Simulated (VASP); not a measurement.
Set up this calculation in VASP 6.6.1, as the native input.

| Item | Value |
| --- | --- |
| Task | single point |
| Functional | PBE |
| Potentials or basis | VASP PAW PBE potentials, release 64 (Be, S) |
| Cutoff | 520 eV |
| k mesh | 12 × 12 × 12 |
| Occupations | fermi-dirac, width 0.05 eV |
| Spin | no spin polarisation |
| Dipole correction | no |
| Further INCAR settings | ALGO = Normal; EDIFF = 1e-06; NBANDS = 11 |

The structure of BeS (zincblende type) lies in POSCAR:

```
BeS
1.0
    0.0000000000      2.4697309544      2.4697309544
    2.4697309544      0.0000000000      2.4697309544
    2.4697309544      2.4697309544      0.0000000000
Be S
1 1
Direct
    0.0000000000      0.0000000000      0.0000000000
    0.2500000000      0.2500000000      0.2500000000
```

This cell differs from its parent crystal: volume scaled by 1.04.

These files were run (other wordings do the same):

INCAR

```
SYSTEM = BeS
  PREC = Accurate
  ENCUT = 520
  EDIFF = 1E-6
  ISMEAR = -1
  SIGMA = 0.05
  LREAL = .False.
  LASPH = .True.
  NELM = 80
  ALGO = Normal
  ISIF = 2
  LWAVE = .False.
  LCHARG = .False.
  GGA = PE
  NBANDS = 11
```

KPOINTS

```
Automatic mesh
0
Gamma
  12 12 12
  0 0 0
```

Potentials or basis: VASP PAW PBE potentials, release 64 (Be, S).

The run is started by

```bash
$ cat potpaw_PBE.64/Be/POTCAR potpaw_PBE.64/S/POTCAR > POTCAR
$ mpirun -np 1 vasp_std > vasp.out
```

It gave:

The pressure is -3.3 GPa and the band gap on the k mesh is 3.23 eV, indirect (least direct gap 5.43 eV).

Wall time 16 s on 1 thread of Intel(R) Xeon(R) Platinum 8559C (Emerald Rapids) (shared host), peak memory 0.16 GiB.
